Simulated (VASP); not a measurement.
**Ti: single point with PBE**

The system is Ti.

```xyz
3
Lattice="4.5674 0.0000 0.0000 -2.2837 3.9555 0.0000 0.0000 0.0000 2.8262" Properties=species:S:1:pos:R:3 pbc="T T T"
Ti    0.2250    0.0000    0.0000
Ti    0.0000    2.6370    1.4131
Ti    2.2837    1.3185    1.4131
```

This cell differs from its parent crystal: one atom moved.

| Quantity | Value |
| --- | --- |
| Program | VASP 6.6.1 |
| Task | single point |
| Functional | PBE |
| Potentials or basis | VASP PAW PBE potentials, release 64 (Ti_sv) |
| Cutoff | 520 eV |
| k mesh | 9 × 9 × 14 |
| Occupations | gaussian, width 0.1 eV |
| Spin | no spin polarisation |

The pressure is 1.8 GPa, the largest force is 0.908 eV/Å and the band gap on the k mesh is zero (bands 18 and 19 overlap by 0.30 eV).

Forces on the atoms (eV/Å):
```
Ti  -0.908  0.000  0.000
Ti   0.454 -0.155  0.000
Ti   0.454  0.155  0.000
```

Stress tensor (GPa, compression positive):
```
3.08 0.00 0.00
0.00 1.79 0.00
0.00 0.00 0.51
```

Levels at points of the mesh, in eV from the Fermi level:
| k point | band 14 | band 15 | band 16 | band 17 | band 18 | band 19 | band 20 | band 21 | band 22 | band 23 |
| --- | --- | --- | --- | --- | --- | --- | --- | --- | --- | --- |
| (0.00, 0.00, 0.00) | -2.02 | -0.81 | -0.79 | -0.56 | -0.54 | 0.02 | 0.82 | 1.29 | 1.42 | 1.53 |
| (0.00, 0.00, 0.50) | -2.09 | -2.07 | -1.71 | -1.61 | -1.58 | 1.06 | 1.08 | 1.23 | 1.24 | 2.90 |

Run time: 8 min on 1 thread of Intel(R) Xeon(R) 6975P-C (Granite Rapids) (shared host), peak memory 0.31 GiB.

Caveat: the cell differs from its parent crystal (one atom moved).
